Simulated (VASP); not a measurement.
**W: single point with LDA**

The system is W.

```xyz
1
Lattice="-1.4551 1.4551 1.4551 1.4551 -1.4551 1.4551 1.4551 1.4551 -1.4551" Properties=species:S:1:pos:R:3 pbc="T T T"
W     0.0000    0.0000    0.0000
```

This cell differs from its parent crystal: volume scaled by 0.8.

```json
{
  "Program": "VASP 6.6.1",
  "Task": "single point",
  "Functional": "LDA",
  "Potentials or basis": "VASP PAW LDA potentials, release 64 (W_sv)",
  "Cutoff": "520 eV",
  "k mesh": "19 × 19 × 19",
  "Occupations": "fermi-dirac, width 0.1 eV",
  "Spin": "no spin polarisation"
}
```

The pressure is 123.4 GPa. The band gap on the k mesh is zero (band 7 reaches 22.10 eV, above the bottom of band 8 at 13.58 eV).

Levels at points of the mesh, in eV from the Fermi level:
| k point | band 5 | band 6 | band 7 | band 8 | band 9 | band 10 |
| --- | --- | --- | --- | --- | --- | --- |
| (0.00, 0.00, 0.00) | -10.91 | -1.94 | -1.94 | -1.94 | 2.64 | 2.64 |

Run time: 15 s on 1 thread of Intel(R) Xeon(R) Platinum 8488C (Sapphire Rapids), with other jobs on the host, peak memory 0.15 GiB.

Caveat: spin-orbit coupling is left out, which moves the levels of the heavy elements.
